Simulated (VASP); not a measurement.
K2S, 3 atoms in the cell. It takes space group Fm-3m (No. 225, cubic). The conventional cell has a = 7.336 Å, b = 7.336 Å, c = 7.336 Å, α = 90.00°, β = 90.00°, γ = 90.00°. K (site symmetry -43m) has 4 S at 3.18 Å and 6 K at 3.67 Å within 4.2 Å. S (site symmetry m-3m) has 8 K at 3.18 Å within 4.2 Å. 

* Program: VASP 6.6.1
* Task: relaxation of cell and atoms
* Functional: PBEsol
* Potentials or basis: VASP PAW PBE potentials, release 64 (K_sv, S)
* Cutoff: 500 eV
* k mesh: 6 × 6 × 6
* Occupations: gaussian, width 0.01 eV
* Spin: no spin polarisation
* Target pressure: 7 GPa
* Dipole correction: no
* Further INCAR settings: ALGO = Normal; EDIFF = 1e-07; IBRION = 2; EDIFFG = -0.002; NSW = 100; ISIF = 3

Potentials or basis: VASP PAW PBE potentials, release 64 (K_sv, S).

Launch:

```console
$ cat potpaw_PBE.64/K_sv/POTCAR potpaw_PBE.64/S/POTCAR > POTCAR
$ mpirun -np 1 vasp_std > vasp.out
```

Hardware: 1 thread of Intel(R) Xeon(R) 6975P-C (Granite Rapids), on a shared host.

Task: How long does it take, and how much memory?

Result: Run time: 40 s on 1 thread of Intel(R) Xeon(R) 6975P-C (Granite Rapids), on a shared host, peak memory 0.25 GiB. Counts: scf iterations 37, k points 16, ion steps 3.
